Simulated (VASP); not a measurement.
# Tl (P6_3/mmc) in VASP: further runs, part 2 of 2

VASP 6.6.1.

## 3. Relaxation of cell and atoms, LDA

This run uses another cell than the first one, of 28.57 Å³/atom, 1.050 times its volume.

INCAR reads:

```
ALGO = Normal
EDIFF = 1E-6
EDIFFG = -0.01
ENCUT = 600
IBRION = 2
ISIF = 3
ISMEAR = 0
LASPH = T
LCHARG = F
LREAL = F
LWAVE = F
NELM = 100
NSW = 80
PREC = Accurate
SIGMA = 0.05
```

KPOINTS reads:

```
k-points
0
Gamma
  6 6 3
```

POSCAR reads:

```
Tl
1.0
    3.4560000000      0.0000000000      0.0000000000
   -1.7280000000      2.9929840000      0.0000000000
    0.0000000000      0.0000000000      5.5250000000
Tl
2
Direct
    0.3333333333      0.6666666667      0.2500000000
    0.6666666667      0.3333333333      0.7500000000
```

Potentials or basis: VASP PAW LDA potentials, release 64 (Tl_d).

Started as:

```sh
$ cat potpaw_LDA.64/Tl_d/POTCAR > POTCAR
$ mpirun -np 1 vasp_std > vasp.out
```

OUTCAR:

```text
EDIFF = 1E-6
   EDIFFG = -0.01
   ENCUT = 600
   IBRION = 2
   ISIF = 3
   ISMEAR = 0
   LASPH = T
   LREAL = F
   NELM = 100
   NSW = 80
   PREC = Accurate

 ion  position               nearest neighbor table
   1  0.333  0.667  0.250-   2 3.41   2 3.41   2 3.41   2 3.41   2 3.41   2 3.41
   2  0.667  0.333  0.750-   1 3.41   1 3.41   1 3.41   1 3.41   1 3.41   1 3.41

  LATTYP: Found a hexagonal cell.
 ALAT       =     3.4560000000
 C/A-ratio  =     1.5986689815

  Lattice vectors:

 A1 = (   3.4560000000,   0.0000000000,   0.0000000000)
 A2 = (  -1.7280000000,   2.9929840000,   0.0000000000)
 A3 = (   0.0000000000,   0.0000000000,   5.5250000000)

Analysis of symmetry for initial positions (statically):
=====================================================================
 Subroutine PRICEL returns:
 Original cell was already a primitive cell.

 Routine SETGRP: Setting up the symmetry group for a
 hexagonal supercell.

 Subroutine GETGRP returns: Found 24 space group operations
 (whereof 12 operations were pure point group operations)
 out of a pool of 24 trial point group operations.

The static configuration has the point symmetry D_3d.
 The point group associated with its full space group is D_6h.

Analysis of symmetry for dynamics (positions and initial velocities):
=====================================================================
 Subroutine PRICEL returns:
 Original cell was already a primitive cell.

 Routine SETGRP: Setting up the symmetry group for a
 hexagonal supercell.

 Subroutine GETGRP returns: Found 24 space group operations
 (whereof 12 operations were pure point group operations)
 out of a pool of 24 trial point group operations.

The dynamic configuration has the point symmetry D_3d.
 The point group associated with its full space group is D_6h.

 Subroutine INISYM returns: Found 24 space group operations
 (whereof 12 operations are pure point group operations),
 and found     1 'primitive' translations

----------------------------------------------------------------------------------------

                                     Primitive cell

  volume of cell :      57.1492

  direct lattice vectors                    reciprocal lattice vectors
     3.456000000  0.000000000  0.000000000     0.289351852  0.167057358  0.000000000
    -1.728000000  2.992984000  0.000000000     0.000000000  0.334114716  0.000000000
     0.000000000  0.000000000  5.525000000     0.000000000  0.000000000  0.180995475

  length of vectors
     3.456000000  3.456000177  5.525000000     0.334114733  0.334114716  0.180995475

  position of ions in fractional coordinates (direct lattice)
     0.333333333  0.666666667  0.250000000
     0.666666667  0.333333333  0.750000000

  ion indices of the primitive-cell ions
   primitive index   ion index
                 1           1
                 2           2

----------------------------------------------------------------------------------------

 KPOINTS: k-points

Automatic generation of k-mesh.
 Grid dimensions read from file:
 generate k-points for:    6    6    3

 Generating k-lattice:

  Cartesian coordinates                     Fractional coordinates (reciprocal lattice)
     0.048225309  0.027842893  0.000000000     0.166666667  0.000000000  0.000000000
     0.000000000  0.055685786  0.000000000     0.000000000  0.166666667  0.000000000
     0.000000000  0.000000000  0.060331825     0.000000000  0.000000000  0.333333333

  Length of vectors
     0.055685789  0.055685786  0.060331825

  Shift w.r.t. Gamma in fractional coordinates (k-lattice)
     0.000000000  0.000000000  0.000000000

 Subroutine IBZKPT returns following result:
 ===========================================

 Found     14 irreducible k-points:

 Following reciprocal coordinates:
            Coordinates               Weight
  0.000000  0.000000  0.000000      1.000000
  0.166667  0.000000  0.000000      6.000000
  0.333333  0.000000  0.000000      6.000000
  0.500000  0.000000  0.000000      3.000000
  0.166667  0.166667  0.000000      6.000000
  0.333333  0.166667  0.000000     12.000000
  0.333333  0.333333  0.000000      2.000000
  0.000000  0.000000  0.333333      2.000000
  0.166667  0.000000  0.333333     12.000000
  0.333333  0.000000  0.333333     12.000000
  0.500000  0.000000  0.333333      6.000000
  0.166667  0.166667  0.333333     12.000000
  0.333333  0.166667  0.333333     24.000000
  0.333333  0.333333  0.333333      4.000000
   k-points           NKPTS =     14   k-points in BZ     NKDIM =     14   number of bands    NBANDS=     17
   number of dos      NEDOS =    301   number of ions     NIONS =      2
   total plane-waves  NPLWV =  37632
   dimension x,y,z NGX =    28 NGY =   28 NGZ =   48
   dimension x,y,z NGXF=    56 NGYF=   56 NGZF=   96
   ions per type =               2
   NGX,Y,Z   is equivalent  to a cutoff of  13.47, 13.47, 14.44 a.u.
   NGXF,Y,Z  is equivalent  to a cutoff of  26.94, 26.94, 28.89 a.u.
 SYSTEM =  unknown system
   PREC   = accura    normal or accurate (medium, high low for compatibility)
   ISTART =      0    job   : 0-new  1-cont  2-samecut
   ICHARG =      2    charge: 1-file 2-atom 10-const
   ISPIN  =      1    spin polarized calculation?
   LNONCOLLINEAR =      F non collinear calculations
   LSORBIT =      F    spin-orbit coupling
   LASPH  =      T    aspherical Exc in radial PAW
   ENCUT  =  600.0 eV  44.10 Ry    6.64 a.u.   6.90  6.90 11.03*2*pi/ulx,y,z
   NELM   =    100;   NELMIN=  2; NELMDL= -5     # of ELM steps
   EDIFF  = 0.1E-05   stopping-criterion for ELM
   LREAL  =      F    real-space projection
   EDIFFG = -.1E-01   stopping-criterion for IOM
   NSW    =     80    number of steps for IOM
   IBRION =      2    ionic relax: 0-MD 1-quasi-New 2-CG
   NFREE  =      1    steps in history (QN), initial steepest desc. (CG)
   ISIF   =      3    stress and relaxation
   ISYM   =      2    0-nonsym 1-usesym 2-fastsym
   POTIM  = 0.5000    time-step for ionic-motion
   TEBEG  =    0.0;   TEEND  =   0.0 temperature during run
   PSTRESS=    0.0 pullay stress
   NELECT =      26.0000    total number of electrons
   NUPDOWN=      -1.0000    fix difference up-down
   EMIN   =  10.00;   EMAX   =-10.00  energy-range for DOS
   EFERMI =   0.00;   METHOD = LEGACY
   ISMEAR =     0;   SIGMA  =   0.05  broadening in eV -4-tet -1-fermi 0-gaus
   EFERMI_NEDOS =   21; number of points for ismear=-14 and -15
   IALGO  =     38    algorithm
   IMIX   =      4    mixing-type and parameters
     AMIX     =   0.40;   BMIX     =  1.00
     AMIX_MAG =   1.60;   BMIX_MAG =  1.00
  volume/ion in A,a.u.               =      28.57       192.83
  Fermi-wavevector in a.u.,A,eV,Ry     =   1.259107  2.379366 21.569986  1.585349
  Thomas-Fermi vector in A             =   2.392683
   LORBIT       =      0    0 simple, 1 ext, 2 COOP (PROOUT), +10 PAW based schemes
   GGA     = CA    functional components
   LHFCALC =     F    Hartree Fock is set to
   AEXX    =    0.0000 exact exchange contribution
   IVDW    =     0    specifies the selected vdW correction
   LEPSILON=     F    determine dielectric tensor
   LRPA    =     F    only Hartree local field effects (RPA)
 conjugate gradient relaxation of ions
 non-spin polarized calculation
 Gauss-broadening in eV      SIGMA  =   0.05
  energy-cutoff  :      600.00
  volume of cell :       57.15
 maximum number of plane-waves:      1918
 NGX is ok and might be reduce to    28
   NGX = 13   NGY = 13   NGZ = 23

--------------------------------------- Ionic step        1  -------------------------------------------

 number of electron      25.9999999 magnetization

 Free energy of the ion-electron system (eV)
  ---------------------------------------------------
  ext. energy  EPLUGINS =         0.00000000
  ---------------------------------------------------
  free energy    TOTEN  =        -5.80941823 eV

  energy without entropy =       -5.80262298  energy(sigma->0) =       -5.80602061

------------------------ aborting loop because EDIFF is reached ----------------------------------------

  FORCE on cell =-STRESS in cart. coord.  units (eV):
  Direction    XX          YY          ZZ          XY          YZ          ZX
  --------------------------------------------------------------------------------------
  -------------------------------------------------------------------------------------
  Total       -0.3111985     -0.3111985     -1.2687329      0.0000000      0.0000000      0.0000000
  in kB       -8.7244416     -8.7244428    -35.5688939      0.0000000      0.0000000      0.0000000
  external PRESSURE =     -17.6725928 kB  Pullay stress =       0.0000000 kB
[... 129 lines left out ...]
  energy  without entropy=       -5.8309910396  energy(sigma->0) =       -5.83350940

--------------------------------------- Ionic step        5  -------------------------------------------

 number of electron      26.0000000 magnetization

 Free energy of the ion-electron system (eV)
  ---------------------------------------------------
  ext. energy  EPLUGINS =         0.00000000
  ---------------------------------------------------
  free energy    TOTEN  =        -5.83606816 eV

  energy without entropy =       -5.83103037  energy(sigma->0) =       -5.83354926

 E-fermi :   6.6629     XC(G=0): -10.7361

 val. band max:        6.5659140541   @ k =   0.3333   0.0000   0.0000
 cond. band min:       6.6866706075   @ k =   0.3333   0.1667   0.3333
 fundamental gap:      0.1207565534
 Fermi energy:         6.6629082883

 k-point     1 :       0.0000    0.0000    0.0000
  band No.  band energies     occupation
      1      -5.0875      2.00000
      2      -4.7722      2.00000
      3      -4.7722      2.00000
      4      -4.7701      2.00000
      5      -4.7032      2.00000
      6      -4.7032      2.00000
[... 9 lines left out ...]
     16      16.8899      0.00000
     17      16.8899      0.00000
[... 287 lines left out ...]
  FREE ENERGIE OF THE ION-ELECTRON SYSTEM (eV)
  ---------------------------------------------------
  free  energy   TOTEN  =        -5.8360681598 eV

  energy  without entropy=       -5.8310303662  energy(sigma->0) =       -5.83354926

 reached required accuracy - stopping structural energy minimisation
```

OSZICAR:

```text
N       E                     dE             d eps       ncg     rms          rms(c)
DAV:   1     0.135627807464E+03    0.13563E+03   -0.15873E+04   476   0.162E+03
DAV:   2    -0.340921148626E+01   -0.13904E+03   -0.13722E+03   489   0.314E+02
DAV:   3    -0.585646439515E+01   -0.24473E+01   -0.24398E+01   618   0.365E+01
[... 34 lines left out ...]
DAV:   1    -0.583646201583E+01   -0.43352E-03   -0.12137E-02   480   0.918E-01    0.102E-01
DAV:   2    -0.583615642119E+01    0.30559E-03   -0.50989E-04   478   0.210E-01    0.444E-02
DAV:   3    -0.583607629554E+01    0.80126E-04   -0.14828E-04   480   0.113E-01    0.261E-02
DAV:   4    -0.583606823465E+01    0.80609E-05   -0.20589E-05   488   0.408E-02    0.249E-03
DAV:   5    -0.583606815976E+01    0.74886E-07   -0.21047E-06   279   0.130E-02
   5 F= -.58360682E+01 E0= -.58335493E+01  d E =-.781772E-03
```

Run time: 22 s. Hardware: 1 thread of AMD EPYC 9R45 (Zen 5), shared host; peak memory 0.14 GiB.

What came out:

| Property | Result |
| --- | --- |
| Free energy | -5.8361 eV |
| Relaxed volume | 27.30 Å³/atom |
| Relaxed cell | a = 3.442 Å, b = 3.442 Å, c = 5.322 Å, α = 90.00°, β = 90.00°, γ = 120.00° |
| Space group after relaxing (to 0.05 Å) | P6_3/mmc (No. 194) |
| Energy gained by relaxing | 13.3 meV/atom |
| Ionic steps | 5 |
| Pressure after relaxing | 0.0 GPa |
| Band gap on the k mesh | zero (band 13 reaches 8.27 eV, above the bottom of band 14 at 5.42 eV) |

Step by step:
| step | energy change (eV) | largest force (eV/Å) | pressure (GPa) | volume (Å³) |
| --- | --- | --- | --- | --- |
| 1 | 0.0000 | 0.0000 | -1.77 | 57.15 |
| 2 | -0.0256 | 0.0000 | -0.01 | 54.57 |
| 3 | -0.0259 | 0.0000 | 0.23 | 54.32 |
| 4 | -0.0266 | 0.0000 | 0.02 | 54.55 |
| 5 | -0.0266 | 0.0000 | 0.00 | 54.60 |

Final structure:
```xyz
2
Lattice="3.4417 0.0000 0.0000 -1.7208 2.9806 0.0000 0.0000 0.0000 5.3224" Properties=species:S:1:pos:R:3 pbc="T T T"
Tl    0.0000    1.9871    1.3306
Tl    1.7208    0.9935    3.9918
```

Caveat: the k points lie up to 0.39 Å⁻¹ apart in the final cell; spin-orbit coupling is left out, which moves the levels of the heavy elements.
